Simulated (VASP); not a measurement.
# CaO (Fm-3m) in VASP: single point with r2SCAN

Aim: the single point of CaO with r2SCAN.

Program: VASP 6.6.1. These are calculated values, not measurements. Logs are shortened: lines on timing, memory, paths and dates and some standing lists are left out, and cuts for length are marked.

### Step 1. The cell of the first run

It takes space group Fm-3m (No. 225, cubic). The conventional cell has a = 4.795 Å, b = 4.795 Å, c = 4.795 Å, α = 90.00°, β = 90.00°, γ = 90.00°. Ca (site symmetry m-3m) has 6 O at 2.40 Å within 3.2 Å. O (site symmetry m-3m) has 6 Ca at 2.40 Å within 3.2 Å.

### Step 2. Single point, r2SCAN

POSCAR reads:

```
CaO
1.0
    0.0000000000      2.3975473904      2.3975473904
    2.3975473904      0.0000000000      2.3975473904
    2.3975473904      2.3975473904      0.0000000000
Ca O
1 1
Direct
    0.0000000000      0.0000000000      0.0000000000
    0.5000000000      0.5000000000      0.5000000000
```

INCAR.step1 reads:

```
PREC     = Accurate       # precision mode
ENCUT    = 910            # plane-wave cutoff, eV
ISMEAR   = 0              # smearing method
SIGMA    = 0.01           # smearing width, eV
LREAL    = F              # projectors in reciprocal space
LASPH    = T              # aspherical terms in the spheres
NELM     = 120            # most SCF steps
NBANDS   = 15             # bands
GGA      = PE             # functional
ALGO     = Normal         # electronic algorithm
EDIFF    = 1E-5           # SCF threshold, eV
LWAVE    = T              # write WAVECAR
LCHARG   = F              # write CHGCAR
GGA_COMPAT= F
```

INCAR.step2 reads:

```
PREC     = Accurate       # precision mode
ENCUT    = 910            # plane-wave cutoff, eV
EDIFF    = 1E-6           # SCF threshold, eV
ISMEAR   = 0              # smearing method
SIGMA    = 0.01           # smearing width, eV
LREAL    = F              # projectors in reciprocal space
LASPH    = T              # aspherical terms in the spheres
NELM     = 120            # most SCF steps
ALGO     = Normal         # electronic algorithm
ISIF     = 2              # what is computed and relaxed
LWAVE    = F              # write WAVECAR
LCHARG   = T              # write CHGCAR
METAGGA  = R2SCAN         # meta-GGA
LMIXTAU  = T            
LELF     = T              # ELF
LVHAR    = T            
NBANDS   = 15             # bands
ISTART   = 1            
GGA_COMPAT= F
```

KPOINTS reads:

```
Automatic mesh
0
Gamma
  10 10 10
```

Potentials or basis: VASP PAW PBE potentials, release 64 (Ca_sv, O_h).

Launch:

```
$ cat potpaw_PBE.64/Ca_sv/POTCAR potpaw_PBE.64/O_h/POTCAR > POTCAR
$ cp INCAR.step1 INCAR
$ mpirun -np 1 vasp_std > vasp.out
$ cp INCAR.step2 INCAR
$ mpirun -np 1 vasp_std > vasp.out
```

OUTCAR:

```text
PREC = Accurate
   ENCUT = 910
   EDIFF = 1E-6
   ISMEAR = 0
   LREAL = F
   LASPH = T
   NELM = 120
   ISIF = 2
   METAGGA = R2SCAN
   ISTART = 1

 ion  position               nearest neighbor table
   1  0.000  0.000  0.000-
   2  0.500  0.500  0.500-

  LATTYP: Found a face centered cubic cell.
 ALAT       =     4.7950947808

  Lattice vectors:

 A1 = (   0.0000000000,   2.3975473904,   2.3975473904)
 A2 = (   2.3975473904,   0.0000000000,   2.3975473904)
 A3 = (   2.3975473904,   2.3975473904,   0.0000000000)

Analysis of symmetry for initial positions (statically):
=====================================================================
 Subroutine PRICEL returns:
 Original cell was already a primitive cell.

 Routine SETGRP: Setting up the symmetry group for a
 face centered cubic supercell.

 Subroutine GETGRP returns: Found 48 space group operations
 (whereof 48 operations were pure point group operations)
 out of a pool of 48 trial point group operations.

The static configuration has the point symmetry O_h .

Analysis of symmetry for dynamics (positions and initial velocities):
=====================================================================
 Subroutine PRICEL returns:
 Original cell was already a primitive cell.

 Routine SETGRP: Setting up the symmetry group for a
 face centered cubic supercell.

 Subroutine GETGRP returns: Found 48 space group operations
 (whereof 48 operations were pure point group operations)
 out of a pool of 48 trial point group operations.

The dynamic configuration has the point symmetry O_h .

 Subroutine INISYM returns: Found 48 space group operations
 (whereof 48 operations are pure point group operations),
 and found     1 'primitive' translations

----------------------------------------------------------------------------------------

                                     Primitive cell

  volume of cell :      27.5633

  direct lattice vectors                    reciprocal lattice vectors
     0.000000000  2.397547390  2.397547390    -0.208546451  0.208546451  0.208546451
     2.397547390  0.000000000  2.397547390     0.208546451 -0.208546451  0.208546451
     2.397547390  2.397547390  0.000000000     0.208546451  0.208546451 -0.208546451

  length of vectors
     3.390644036  3.390644036  3.390644036     0.361213049  0.361213049  0.361213049

  position of ions in fractional coordinates (direct lattice)
     0.000000000  0.000000000  0.000000000
     0.500000000  0.500000000  0.500000000

  ion indices of the primitive-cell ions
   primitive index   ion index
                 1           1
                 2           2

----------------------------------------------------------------------------------------

 KPOINTS: Automatic mesh

Automatic generation of k-mesh.
 Grid dimensions read from file:
 generate k-points for:   10   10   10

 Generating k-lattice:

  Cartesian coordinates                     Fractional coordinates (reciprocal lattice)
    -0.020854645  0.020854645  0.020854645     0.100000000  0.000000000  0.000000000
     0.020854645 -0.020854645  0.020854645     0.000000000  0.100000000  0.000000000
     0.020854645  0.020854645 -0.020854645     0.000000000  0.000000000  0.100000000

  Length of vectors
     0.036121305  0.036121305  0.036121305

  Shift w.r.t. Gamma in fractional coordinates (k-lattice)
     0.000000000  0.000000000  0.000000000

 Subroutine IBZKPT returns following result:
 ===========================================

 Found     47 irreducible k-points:

 Following reciprocal coordinates:
            Coordinates               Weight
  0.000000  0.000000  0.000000      1.000000
  0.100000  0.000000  0.000000      8.000000
  0.200000  0.000000  0.000000      8.000000
  0.300000  0.000000  0.000000      8.000000
  0.400000  0.000000  0.000000      8.000000
  0.500000  0.000000  0.000000      4.000000
[... 16 lines left out ...]
  0.300000  0.300000  0.000000      6.000000
  0.400000  0.300000  0.000000     24.000000
 [... further k-points ...]
   k-points           NKPTS =     47   k-points in BZ     NKDIM =     47   number of bands    NBANDS=     15
   number of dos      NEDOS =    301   number of ions     NIONS =      2
   total plane-waves  NPLWV =  46656
   dimension x,y,z NGX =    36 NGY =   36 NGZ =   36
   dimension x,y,z NGXF=    72 NGYF=   72 NGZF=   72
   ions per type =               1   1
   NGX,Y,Z   is equivalent  to a cutoff of  17.65, 17.65, 17.65 a.u.
   NGXF,Y,Z  is equivalent  to a cutoff of  35.30, 35.30, 35.30 a.u.
 SYSTEM =  unknown system
   PREC   = accura    normal or accurate (medium, high low for compatibility)
   ISTART =      1    job   : 0-new  1-cont  2-samecut
   ICHARG =      0    charge: 1-file 2-atom 10-const
   ISPIN  =      1    spin polarized calculation?
   LNONCOLLINEAR =      F non collinear calculations
   LSORBIT =      F    spin-orbit coupling
   LASPH  =      T    aspherical Exc in radial PAW
   ENCUT  =  910.0 eV  66.88 Ry    8.18 a.u.   8.34  8.34  8.34*2*pi/ulx,y,z
   NELM   =    120;   NELMIN=  2; NELMDL=  0     # of ELM steps
   EDIFF  = 0.1E-05   stopping-criterion for ELM
   LREAL  =      F    real-space projection
   EDIFFG = 0.1E-04   stopping-criterion for IOM
   NSW    =      0    number of steps for IOM
   IBRION =     -1    ionic relax: 0-MD 1-quasi-New 2-CG
   NFREE  =      0    steps in history (QN), initial steepest desc. (CG)
   ISIF   =      2    stress and relaxation
   ISYM   =      2    0-nonsym 1-usesym 2-fastsym
   POTIM  = 0.5000    time-step for ionic-motion
   TEBEG  =    0.0;   TEEND  =   0.0 temperature during run
   PSTRESS=    0.0 pullay stress
   NELECT =      16.0000    total number of electrons
   NUPDOWN=      -1.0000    fix difference up-down
   EMIN   =  10.00;   EMAX   =-10.00  energy-range for DOS
   EFERMI =   0.00;   METHOD = LEGACY
   ISMEAR =     0;   SIGMA  =   0.01  broadening in eV -4-tet -1-fermi 0-gaus
   EFERMI_NEDOS =   21; number of points for ismear=-14 and -15
   IALGO  =     38    algorithm
   IMIX   =      4    mixing-type and parameters
     AMIX     =   0.40;   BMIX     =  1.00
     AMIX_MAG =   1.60;   BMIX_MAG =  1.00
  volume/ion in A,a.u.               =      13.78        93.00
  Fermi-wavevector in a.u.,A,eV,Ry     =   1.365644  2.580694 25.374656  1.864985
  Thomas-Fermi vector in A             =   2.491855
   LORBIT       =      0    0 simple, 1 ext, 2 COOP (PROOUT), +10 PAW based schemes
   METAGGA = R2SCAN    functional components
   LHFCALC =     F    Hartree Fock is set to
   AEXX    =    0.0000 exact exchange contribution
   IVDW    =     0    specifies the selected vdW correction
   LEPSILON=     F    determine dielectric tensor
   LRPA    =     F    only Hartree local field effects (RPA)
 non-spin polarized calculation
 Gauss-broadening in eV      SIGMA  =   0.01
  energy-cutoff  :      910.00
  volume of cell :       27.56
 maximum number of plane-waves:      1759
 NGX is ok and might be reduce to    36
   NGX = 17   NGY = 17   NGZ = 17

 number of electron      16.0000000 magnetization

 Free energy of the ion-electron system (eV)
  ---------------------------------------------------
  ext. energy  EPLUGINS =         0.00000000
  ---------------------------------------------------
  free energy    TOTEN  =       -19.46350224 eV

  energy without entropy =      -19.46350224  energy(sigma->0) =      -19.46350224

 E-fermi :   2.4463     XC(G=0): -11.1145

 val. band max:        2.3312725163   @ k =   0.0000   0.0000   0.0000
 cond. band min:       6.5226002913   @ k =   0.5000   0.5000   0.0000
 fundamental gap:      4.1913277750
 Fermi energy:         2.4462956835

 k-point     1 :       0.0000    0.0000    0.0000
  band No.  band energies     occupation
      1     -36.6935      2.00000
      2     -16.5804      2.00000
      3     -16.5804      2.00000
      4     -16.5804      2.00000
      5     -14.1578      2.00000
      6       2.3313      2.00000
      7       2.3313      2.00000
      8       2.3313      2.00000
      9       7.8188      0.00000
     10       9.2059      0.00000
     11       9.2059      0.00000
     12       9.2059      0.00000
     13      10.8149      0.00000
     14      10.8149      0.00000
     15      18.1543      0.00000

 k-point     2 :       0.1000    0.0000    0.0000
  band No.  band energies     occupation
      1     -36.6836      2.00000
      2     -16.7481      2.00000
      3     -16.5853      2.00000
      4     -16.5853      2.00000
      5     -13.9843      2.00000
      6       1.9848      2.00000
      7       2.1929      2.00000
      8       2.1929      2.00000
      9       8.2734      0.00000
     10       9.1688      0.00000
     11       9.3827      0.00000
     12       9.3827      0.00000
     13      11.0611      0.00000
     14      11.0611      0.00000
     15      18.5719      0.00000

 k-point     3 :       0.2000    0.0000    0.0000
  band No.  band energies     occupation
      1     -36.6576      2.00000
      2     -17.1119      2.00000
      3     -16.5983      2.00000
      4     -16.5983      2.00000
      5     -13.6046      2.00000
      6       1.2257      2.00000
      7       1.8586      2.00000
      8       1.8586      2.00000
      9       9.1226      0.00000
     10       9.4004      0.00000
     11       9.8716      0.00000
     12       9.8716      0.00000
     13      11.7016      0.00000
     14      11.7016      0.00000
     15      19.2107      0.00000

 k-point     4 :       0.3000    0.0000    0.0000
  band No.  band energies     occupation
      1     -36.6252      2.00000
      2     -17.4766      2.00000
      3     -16.6142      2.00000
      4     -16.6142      2.00000
      5     -13.2185      2.00000
      6       0.4535      2.00000
      7       1.4897      2.00000
      8       1.4897      2.00000
      9       9.3900      0.00000
     10      10.5444      0.00000
     11      10.5444      0.00000
     12      10.5499      0.00000
     13      12.5177      0.00000
     14      12.5177      0.00000
     15      18.8279      0.00000
[... 307 lines left out ...]
 k-point    22 :      -0.2000    0.2000    0.0000
  band No.  band energies     occupation
      1     -36.6144      2.00000
      2     -17.4125      2.00000
      3     -16.7591      2.00000
      4     -16.6032      2.00000
      5     -13.2484      2.00000
      6       0.4450      2.00000
      7       1.3344      2.00000
      8       1.7265      2.00000
      9       9.1229      0.00000
     10      10.2626      0.00000
     11      10.3471      0.00000
     12      11.2115      0.00000
     13      12.7882      0.00000
     14      13.0423      0.00000
     15      19.2221      0.00000

 k-point    23 :       0.3000    0.3000    0.0000
  band No.  band energies     occupation
      1     -36.6042      2.00000
      2     -17.2222      2.00000
      3     -16.7321      2.00000
      4     -16.7321      2.00000
      5     -13.5895      2.00000
      6       0.5973      2.00000
      7       1.9927      2.00000
      8       1.9927      2.00000
      9       7.2492      0.00000
     10      10.1977      0.00000
     11      11.5591      0.00000
     12      11.6355      0.00000
     13      11.6355      0.00000
     14      13.6257      0.00000
     15      20.8157      0.00000

 k-point    24 :       0.4000    0.3000    0.0000
  band No.  band energies     occupation
      1     -36.5840      2.00000
      2     -17.2788      2.00000
      3     -16.7834      2.00000
      4     -16.7551      2.00000
      5     -13.6011      2.00000
      6       0.6623      2.00000
      7       1.7840      2.00000
      8       1.8797      2.00000
      9       7.2096      0.00000
     10      10.7686      0.00000
     11      11.8828      0.00000
     12      11.9396      0.00000
     13      12.0809      0.00000
     14      14.0411      0.00000
     15      19.1089      0.00000

 [... further k-points ...]

------------------------ aborting loop because EDIFF is reached ----------------------------------------

  FORCE on cell =-STRESS in cart. coord.  units (eV):
  Direction    XX          YY          ZZ          XY          YZ          ZX
  --------------------------------------------------------------------------------------
  -------------------------------------------------------------------------------------
  Total        0.1540939      0.1540939      0.1540939      0.0000000      0.0000000      0.0000000
  in kB        8.9570386      8.9570386      8.9570386      0.0000000      0.0000000      0.0000000
  external PRESSURE =       8.9570386 kB  Pullay stress =       0.0000000 kB

 VOLUME and BASIS-vectors are now :
 -----------------------------------------------------------------------------
  energy-cutoff  :      910.00
  volume of cell :       27.56
      direct lattice vectors                 reciprocal lattice vectors
     0.000000000  2.397547390  2.397547390    -0.208546451  0.208546451  0.208546451
     2.397547390  0.000000000  2.397547390     0.208546451 -0.208546451  0.208546451
     2.397547390  2.397547390  0.000000000     0.208546451  0.208546451 -0.208546451

 POSITION                                       TOTAL-FORCE (eV/Angst)
 -----------------------------------------------------------------------------------
      0.00000      0.00000      0.00000        -0.000000      0.000000     -0.000000
      2.39755      2.39755      2.39755         0.000000     -0.000000      0.000000
 -----------------------------------------------------------------------------------
    total drift:                                0.000000      0.000000      0.000000

  FREE ENERGIE OF THE ION-ELECTRON SYSTEM (eV)
  ---------------------------------------------------
  free  energy   TOTEN  =       -19.4635022417 eV

  energy  without entropy=      -19.4635022417  energy(sigma->0) =      -19.46350224
```

It took 4.3 min on 1 thread of Intel Xeon Platinum 8259CL at 2.50GHz (Skylake/Cascade Lake), shared host; peak memory 0.24 GiB.

What came out:

* Free energy: -19.4635 eV
* Pressure: 0.9 GPa
* Band gap on the k mesh: 4.19 eV (least direct gap 4.56 eV)

Caveat: the PAW data sets were made with another functional, which shifts forces and pressure a little.
